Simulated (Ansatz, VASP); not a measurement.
## Tl: VASP beside Ansatz

File INCAR:

```
SYSTEM = Tl
  PREC = Accurate
  ENCUT = 520
  EDIFF = 1E-6
  ISMEAR = 0
  SIGMA = 0.15
  LREAL = .FALSE.
  LASPH = .TRUE.
  NELM = 60
  ALGO = Fast
  ISIF = 2
  LWAVE = .FALSE.
  LCHARG = .TRUE.
  GGA = PS
  LELF = .TRUE.
  LVHAR = .TRUE.
  NBANDS = 12
```

Contents of KPOINTS:

```
Automatic mesh
0
G
  18 18 18
  0 0 0
```

Contents of POSCAR:

```
Tl
1.0
   -1.8924750000      1.8924750000      1.8439500000
    1.8924750000     -1.8924750000      1.8439500000
    1.8924750000      1.8924750000     -1.8439500000
Tl
1
Direct
    0.0000000000      0.0000000000      0.0000000000
```

Input for Ansatz:

```yaml
crystal:
  lattice:
    - [-1.892475, 1.892475, 1.84395]
    - [1.892475, -1.892475, 1.84395]
    - [1.892475, 1.892475, -1.84395]
  atoms:
    - { symbol: Tl, position: [0.0, 0.0, 0.0] }
basis:
  ecutwfc: 420
kpoints:
  mp_grid: { grid: [18, 18, 18] }
hamiltonian:
  xc: pbesol
scf:
  occupations: { method: gaussian, width: 0.15 }
output:
  forces: true
  stress: true
  eigenvalues: true
```

Change from the starting cell: strain -0.025 along x and y, -0.050 along z, atoms carried along.

Alike in both runs: task single point; functional PBEsol; k mesh 18 × 18 × 18; occupations gaussian, width 0.15 eV; no spin polarisation.

|  | VASP | Ansatz |
| --- | --- | --- |
| version | VASP 6.6.1 | Ansatz 0.2.0 |
| potentials or method | VASP PAW PBE potentials, release 64 (Tl_d), cutoff 520 eV | scalar-relativistic, plane waves, PAW |
| valence electrons in the cell | 13 | 13 |

|  | VASP | Ansatz | Ansatz less VASP |
| --- | --- | --- | --- |
| gap on the k mesh at the Fermi level (eV) | none | none | - |
| pressure (GPa) | 3.5 | 3.5 | +0.03 |
| traceless stress, the component that is largest in VASP (GPa) | 0.19 | 0.19 | +0.002 |

VASP's potentials were made for PBE, not for PBEsol. A gap of «none» marks a metal or a gap that the smearing closes.

Neither program's run includes spin-orbit coupling.
